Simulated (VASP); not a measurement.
# ZnS (P3m1) in VASP: a series of runs

Runs on ZnS. Level: PBE. Tasks: single point.

All numbers are computed with VASP 6.6.1; they aren't measurements. Logs are shortened: lines on timing, memory, paths and dates and some standing lists are left out, and cuts for length are marked.

### Step 1. The cell of the first run

The structure is trigonal, space group P3m1 (No. 156). The conventional cell has a = 3.823 Å, b = 3.823 Å, c = 12.520 Å, α = 90.00°, β = 90.00°, γ = 120.00°. Zn (site symmetry 3m) has 4 S at 2.34 to 2.35 Å within 3.1 Å. Zn (site symmetry 3m) has 4 S at 2.34 to 2.35 Å within 3.1 Å. Within 3.0 Å of Zn (site symmetry 3m) lie 4 S at 2.24 to 2.38 Å. Within 3.1 Å of Zn (site symmetry 3m) lie 4 S at 2.34 to 2.35 Å. Within 3.1 Å of S (site symmetry 3m) lie 4 Zn at 2.35 to 2.38 Å. Within 3.1 Å of S (site symmetry 3m) lie 4 Zn at 2.34 to 2.35 Å. Within 3.0 Å of S (site symmetry 3m) lie 4 Zn at 2.24 to 2.34 Å. S (site symmetry 3m) has 4 Zn at 2.34 to 2.35 Å within 3.1 Å.

### Step 2. Single point, PBE (atom 3 (Zn) moved +0.113 Å along Cartesian [0 0 1])

Input file INCAR:

```
SYSTEM = ZnS
  ALGO = Normal
  EDIFF = 1E-7
  ENCUT = 520
  GGA = PE
  ISIF = 2
  ISMEAR = 0
  LASPH = .TRUE.
  LCHARG = .TRUE.
  LELF = .TRUE.
  LREAL = .FALSE.
  LVHAR = .TRUE.
  LWAVE = .FALSE.
  NBANDS = 46
  NELM = 80
  PREC = Accurate
  SIGMA = 0.05
```

Input file KPOINTS:

```
k-points
0
G
  12 12 4
  0 0 0
```

Input file POSCAR:

```
ZnS
1.0
    3.8227020304      0.0000000000      0.0000000000
   -1.9113510152      3.3105570694      0.0000000000
    0.0000000000      0.0000000000     12.5200000000
Zn S
4 4
Direct
    0.0000000000      0.0000000000      0.0000000000
    0.0000000000      0.0000000000      0.5000000000
    0.3333333333      0.6666666667      0.2589856230
    0.6666666667      0.3333333333      0.7500000000
    0.0000000000      0.0000000000      0.1875000000
    0.0000000000      0.0000000000      0.6875000000
    0.3333333333      0.6666666667      0.4375000000
    0.6666666667      0.3333333333      0.9375000000
```

Potentials or basis: VASP PAW PBE potentials, release 64 (Zn, S).

On the command line:

```bash
$ cat potpaw_PBE.64/Zn/POTCAR potpaw_PBE.64/S/POTCAR > POTCAR
$ mpirun -np 1 vasp_std > vasp.out
```

OUTCAR:

```text
SYSTEM = ZnS
   EDIFF = 1E-7
   ENCUT = 520
   GGA = PE
   ISIF = 2
   ISMEAR = 0
   LASPH = .TRUE.
   LREAL = .FALSE.
   NELM = 80
   PREC = Accurate

 ion  position               nearest neighbor table
   1  0.000  0.000  0.000-   8 2.34   8 2.34   8 2.34   5 2.35
   2  0.000  0.000  0.500-   7 2.34   7 2.34   7 2.34   6 2.35
   3  0.333  0.667  0.259-   7 2.24   5 2.38   5 2.38   5 2.38
   4  0.667  0.333  0.750-   6 2.34   6 2.34   6 2.34   8 2.35
   5  0.000  0.000  0.188-   1 2.35   3 2.38   3 2.38   3 2.38
   6  0.000  0.000  0.688-   4 2.34   4 2.34   4 2.34   2 2.35
   7  0.333  0.667  0.438-   3 2.24   2 2.34   2 2.34   2 2.34
   8  0.667  0.333  0.938-   1 2.34   1 2.34   1 2.34   4 2.35

  LATTYP: Found a hexagonal cell.
 ALAT       =     3.8227020304
 C/A-ratio  =     3.2751702593

  Lattice vectors:

 A1 = (   3.8227020304,   0.0000000000,   0.0000000000)
 A2 = (  -1.9113510152,   3.3105570694,   0.0000000000)
 A3 = (   0.0000000000,   0.0000000000,  12.5200000000)

Analysis of symmetry for initial positions (statically):
=====================================================================
 Subroutine PRICEL returns:
 Original cell was already a primitive cell.

 Routine SETGRP: Setting up the symmetry group for a
 hexagonal supercell.

 Subroutine GETGRP returns: Found  6 space group operations
 (whereof  6 operations were pure point group operations)
 out of a pool of 24 trial point group operations.

The static configuration has the point symmetry C_3v.

Analysis of symmetry for dynamics (positions and initial velocities):
=====================================================================
 Subroutine PRICEL returns:
 Original cell was already a primitive cell.

 Routine SETGRP: Setting up the symmetry group for a
 hexagonal supercell.

 Subroutine GETGRP returns: Found  6 space group operations
 (whereof  6 operations were pure point group operations)
 out of a pool of 24 trial point group operations.

The dynamic configuration has the point symmetry C_3v.

 Subroutine INISYM returns: Found  6 space group operations
 (whereof  6 operations are pure point group operations),
 and found     1 'primitive' translations

----------------------------------------------------------------------------------------

                                     Primitive cell
[... 106 lines left out ...]
   NSW    =      0    number of steps for IOM
   IBRION =     -1    ionic relax: 0-MD 1-quasi-New 2-CG
   NFREE  =      0    steps in history (QN), initial steepest desc. (CG)
   ISIF   =      2    stress and relaxation
   ISYM   =      2    0-nonsym 1-usesym 2-fastsym
   POTIM  = 0.5000    time-step for ionic-motion
   TEBEG  =    0.0;   TEEND  =   0.0 temperature during run
   PSTRESS=    0.0 pullay stress
   NELECT =      72.0000    total number of electrons
   NUPDOWN=      -1.0000    fix difference up-down
   EMIN   =  10.00;   EMAX   =-10.00  energy-range for DOS
   EFERMI =   0.00;   METHOD = LEGACY
   ISMEAR =     0;   SIGMA  =   0.05  broadening in eV -4-tet -1-fermi 0-gaus
   EFERMI_NEDOS =   21; number of points for ismear=-14 and -15
   IALGO  =     38    algorithm
   IMIX   =      4    mixing-type and parameters
     AMIX     =   0.40;   BMIX     =  1.00
     AMIX_MAG =   1.60;   BMIX_MAG =  1.00
  volume/ion in A,a.u.               =      19.81       133.65
  Fermi-wavevector in a.u.,A,eV,Ry     =   1.258617  2.378442 21.553229  1.584118
  Thomas-Fermi vector in A             =   2.392218
   LORBIT       =      0    0 simple, 1 ext, 2 COOP (PROOUT), +10 PAW based schemes
   GGA     = PE    functional components
   LHFCALC =     F    Hartree Fock is set to
   AEXX    =    0.0000 exact exchange contribution
   IVDW    =     0    specifies the selected vdW correction
   LEPSILON=     F    determine dielectric tensor
   LRPA    =     F    only Hartree local field effects (RPA)
 non-spin polarized calculation
 Gauss-broadening in eV      SIGMA  =   0.05
  energy-cutoff  :      520.00
  volume of cell :      158.44
 maximum number of plane-waves:      4296
   NGX = 15   NGY = 15   NGZ = 47

 number of electron      71.9999985 magnetization

 Free energy of the ion-electron system (eV)
  ---------------------------------------------------
  ext. energy  EPLUGINS =         0.00000000
  ---------------------------------------------------
  free energy    TOTEN  =       -27.32530419 eV

  energy without entropy =      -27.32530419  energy(sigma->0) =      -27.32530419

 E-fermi :   2.3922     XC(G=0):  -9.6085

 val. band max:        2.1509478167   @ k =   0.0000   0.0000   0.0000
 cond. band min:       4.1931234715   @ k =   0.0000   0.0000   0.0000
 fundamental gap:      2.0421756548
 Fermi energy:         2.3921917138

 k-point     1 :       0.0000    0.0000    0.0000
  band No.  band energies     occupation
      1     -11.1451      2.00000
      2     -10.7397      2.00000
      3     -10.5116      2.00000
      4     -10.0270      2.00000
      5      -4.4045      2.00000
      6      -4.3957      2.00000
[... 1165 lines left out ...]
     45       8.9144      0.00000
     46       9.0153      0.00000

 [... further k-points ...]

------------------------ aborting loop because EDIFF is reached ----------------------------------------

  FORCE on cell =-STRESS in cart. coord.  units (eV):
  Direction    XX          YY          ZZ          XY          YZ          ZX
  --------------------------------------------------------------------------------------
  -------------------------------------------------------------------------------------
  Total        1.1722368      1.1722368      2.3733044      0.0000000      0.0000000      0.0000000
  in kB       11.8535945     11.8535945     23.9987252      0.0000000      0.0000000      0.0000000
  external PRESSURE =      15.9019714 kB  Pullay stress =       0.0000000 kB

 VOLUME and BASIS-vectors are now :
 -----------------------------------------------------------------------------
  energy-cutoff  :      520.00
  volume of cell :      158.44
      direct lattice vectors                 reciprocal lattice vectors
     3.822702030  0.000000000  0.000000000     0.261595069  0.151031983  0.000000000
    -1.911351015  3.310557069  0.000000000     0.000000000  0.302063967  0.000000000
     0.000000000  0.000000000 12.520000000     0.000000000  0.000000000  0.079872204

 POSITION                                       TOTAL-FORCE (eV/Angst)
 -----------------------------------------------------------------------------------
      0.00000      0.00000      0.00000        -0.000000      0.000000      0.127575
      0.00000      0.00000      6.26000        -0.000000      0.000000      0.130384
     -0.00000      2.20704      3.24250        -0.000000     -0.000000     -1.123411
      1.91135      1.10352      9.39000         0.000000     -0.000000      0.096540
      0.00000      0.00000      2.34750        -0.000000      0.000000      0.266579
      0.00000      0.00000      8.60750         0.000000      0.000000     -0.130657
     -0.00000      2.20704      5.47750        -0.000000      0.000000      0.694310
      1.91135      1.10352     11.73750        -0.000000      0.000000     -0.061321
 -----------------------------------------------------------------------------------
    total drift:                               -0.000001     -0.000001     -0.000348

  FREE ENERGIE OF THE ION-ELECTRON SYSTEM (eV)
  ---------------------------------------------------
  free  energy   TOTEN  =       -27.3253041863 eV

  energy  without entropy=      -27.3253041863  energy(sigma->0) =      -27.32530419
```

stdout:

```text
POSCAR found type information on POSCAR ZnS
 POSCAR found :  2 types and       8 ions
 scaLAPACK will be used
 LDA part: xc-table for (Slater+PW92), standard interpolation
 POSCAR, INCAR and KPOINTS ok, starting setup
 FFT: planning ... GRIDC
 FFT: planning ... GRID_SOFT
 FFT: planning ... GRID
 WAVECAR not read
 entering main loop
```

Run time: 12 min. Hardware: 1 thread of Intel Xeon 8259CL, shared host; peak memory 0.51 GiB.

What came out:

- Free energy: -27.3253 eV
- Pressure: 1.6 GPa
- Largest force: 1.123 eV/Å
- Band gap on the k mesh: 2.04 eV

Forces on the atoms (eV/Å):
```
Zn   0.000  0.000  0.128
Zn   0.000  0.000  0.130
Zn   0.000  0.000 -1.123
Zn   0.000  0.000  0.097
S    0.000  0.000  0.267
S    0.000  0.000 -0.131
S    0.000  0.000  0.694
S    0.000  0.000 -0.061
```

Caveat: the cell differs from its parent crystal (atom 3 (Zn) moved +0.113 Å along Cartesian [0 0 1]); forces of over 1 eV/Å act on the atoms, so gaps and moduli don't describe the material at rest.

### Step 3. Single point, PBE (atom 3 (Zn) moved +0.225 Å along Cartesian [0 0 1])

Input file INCAR:

```
SYSTEM = ZnS
PREC     = Accurate       ! precision mode
ENCUT    = 520            ! plane-wave cutoff, eV
EDIFF    = 1E-6           ! SCF threshold, eV
ISMEAR   = 0              ! smearing method
SIGMA    = 0.05           ! smearing width, eV
LREAL    = .False.        ! projectors in reciprocal space
LASPH    = .True.         ! aspherical terms in the spheres
NELM     = 80             ! most SCF steps
ALGO     = Normal         ! electronic algorithm
ISIF     = 2              ! what is computed and relaxed
LWAVE    = .False.        ! write WAVECAR
LCHARG   = .False.        ! write CHGCAR
GGA      = PE             ! functional
NBANDS   = 46             ! bands
```

Input file KPOINTS:

```
regular mesh
0
Gamma
  12 12 4
  0 0 0
```

POSCAR, as its differences from that of step 2:

```diff
@@ -10,3 +10,3 @@
     0.0000000000      0.0000000000      0.5000000000
-    0.3333333333      0.6666666667      0.2589856230
+    0.3333333333      0.6666666667      0.2679712460
     0.6666666667      0.3333333333      0.7500000000
```

Potentials or basis: VASP PAW PBE potentials, release 64 (Zn, S).

On the command line:

```bash
$ cat potpaw_PBE.64/Zn/POTCAR potpaw_PBE.64/S/POTCAR > POTCAR
$ mpirun -np 1 vasp_std > vasp.out
```

It took 6.1 min on 1 thread of AMD EPYC 7R13 (Zen 3), shared host; peak memory 0.48 GiB.

It converged, with:

* Free energy: -27.1131 eV
* Pressure: 2.0 GPa
* Largest force: 2.749 eV/Å
* Band gap on the k mesh: 1.84 eV

Forces in eV/Å, atoms in the order of the input:
```
Zn   0.000  0.000  0.226
Zn   0.000  0.000  0.246
Zn   0.000  0.000 -2.749
Zn   0.000  0.000  0.180
S    0.000  0.000  0.605
S    0.000  0.000 -0.212
S    0.000  0.000  1.836
S    0.000  0.000 -0.133
```

Stress tensor (GPa, compression positive):
```
0.91 0.00 0.00
0.00 0.91 0.00
0.00 0.00 4.17
```

Levels at points of the mesh, in eV from the valence-band top:
```tsv
k point	band 33	band 34	band 35	band 36	band 37	band 38	band 39	band 40
(0.00, 0.00, 0.00)	-0.54	-0.32	0.00	0.00	1.84	2.85	3.17	3.70
(0.50, 0.00, 0.00)	-1.75	-1.61	-1.37	-0.80	2.95	3.04	3.55	4.11
(0.00, 0.00, 0.50)	-0.46	-0.46	-0.03	-0.03	2.49	2.79	3.01	3.51
(0.50, 0.00, 0.50)	-1.94	-1.60	-1.43	-0.87	3.21	3.44	3.74	3.94
```

Caveat: the cell differs from its parent crystal (atom 3 (Zn) moved +0.225 Å along Cartesian [0 0 1]); forces of over 1 eV/Å act on the atoms, so gaps and moduli don't describe the material at rest. A k mesh can miss the band edges.
